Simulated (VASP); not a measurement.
Write the native input for VASP 6.6.1 that does the following.

* Task: single point
* Functional: PBE
* Potentials or basis: VASP PAW PBE potentials, release 64 (Ni)
* Cutoff: 520 eV
* k mesh: 11 × 11 × 11
* Occupations: fermi-dirac, width 0.1 eV
* Spin: collinear spin, ferromagnetic start
* Starting moments: [2.0, 2.0] μB
* Dipole correction: no
* Further INCAR settings: ALGO = Normal; EDIFF = 1e-06; NBANDS = 21

The structure of Ni lies in POSCAR:

```
Ni
1.0
    3.5342000000      1.7671000000      1.7671000000
    1.7671000000      3.5342000000      1.7671000000
    1.7671000000      1.7671000000      3.5342000000
Ni
2
Direct
    0.0000000000      0.0000000000      0.0000000000
    0.5000000000      0.5000000000      0.5000000000
```

The input as run:

INCAR

```
PREC = Accurate ; ENCUT = 520
EDIFF = 1E-6 ; ISMEAR = -1
SIGMA = 0.1 ; LREAL = F
LASPH = T ; NELM = 150
ALGO = Normal ; ISIF = 2
LWAVE = F ; LCHARG = F
ISPIN = 2 ; MAGMOM = 2 2
LORBIT = 11 ; LMAXMIX = 4
GGA = PE ; NBANDS = 21
```

KPOINTS

```
Automatic mesh
0
Gamma
  11 11 11
```

Potentials or basis: VASP PAW PBE potentials, release 64 (Ni).

Command:

```console
$ cat potpaw_PBE.64/Ni/POTCAR > POTCAR
$ mpirun -np 1 vasp_std > vasp.out
```

Results of the run:

```
Pressure                                              : -2.4 GPa
Net moment                                            : 1.20 μB per cell
Site moments                                          : Ni +0.61 μB
Valence electrons inside the program's atomic spheres : Ni 9.29
```

It used 460 s of CPU time on 1 thread of AMD EPYC 7R13 Processor (Zen 3), with other jobs on the host.
